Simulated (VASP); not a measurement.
As:

```
As
1.0
    -2.95635    2.81577    2.84264
     2.92889   -2.92643    2.92585
     5.68898    5.54593   -0.13812
As
8
Cartesian
  0.2072 0.1428 0.1919
  3.0003 2.9768 3.0513
  2.6684 -0.3292 3.0678
  2.5913 5.2901 3.0171
  -0.2934 2.9853 2.6007
  5.4874 2.9237 2.5404
  5.9493 5.2579 2.6052
  0.1066 5.4200 2.5211
```

```yaml
Program: VASP 6.6.1
Task: relaxation of cell and atoms
Functional: PBE
Potentials_or_basis: VASP PAW PBE potentials, release 64 (As)
Cutoff: 600 eV
k_mesh: 4 × 4 × 2
Occupations: gaussian, width 0.1 eV
Spin: no spin polarisation
```

At the start: pressure 4.2 GPa; volume 23.54 Å³/atom.

Question: How do energy, volume and symmetry change on relaxing?

Answer: Over 17 steps the energy falls by 46.4 meV/atom and the volume is 24.34 Å³/atom (+3.4 %); space group P1 (No. 1, to 0.1 Å) before, I2_13 (No. 199, to 0.1 Å).

The path:
```tsv
step	energy change (eV)	largest force (eV/Å)	pressure (GPa)	volume (Å³)
1	0.0000	1.7096	4.16	188.28
2	-0.2059	0.5551	-2.89	205.31
3	-0.3105	0.4375	-0.66	198.52
4	-0.3519	0.2053	-0.28	196.95
5	-0.3597	0.1168	0.00	195.93
6	-0.3630	0.0928	-0.03	195.75
7	-0.3633	0.1032	-0.04	195.68
8	-0.3658	0.0818	-0.03	195.40
9	-0.3666	0.0797	-0.02	195.13
10	-0.3680	0.0580	0.02	194.88
11	-0.3691	0.0580	0.11	194.35
12	-0.3699	0.0477	0.05	194.45
13	-0.3701	0.0665	-0.01	194.56
14	-0.3701	0.0627	0.00	194.54
15	-0.3705	0.0469	0.00	194.57
16	-0.3710	0.0332	0.01	194.67
17	-0.3714	0.0233	0.02	194.76
```

Final structure:
```xyz
8
Lattice="-2.9206 2.8868 2.8801 2.9197 -2.9064 2.8972 5.8202 5.7713 -0.0194" Properties=species:S:1:pos:R:3 pbc="T T T"
As    0.2219    0.1931    0.1926
As    3.1239    3.0666    3.0709
As    2.6999   -0.2189    3.0822
As    2.6825    5.5640    3.0593
As   -0.2210    3.0928    2.6885
As    5.6012    3.0829    2.6826
As    0.2232   -0.2101    2.6958
As    0.2058    5.5713    2.6817
```
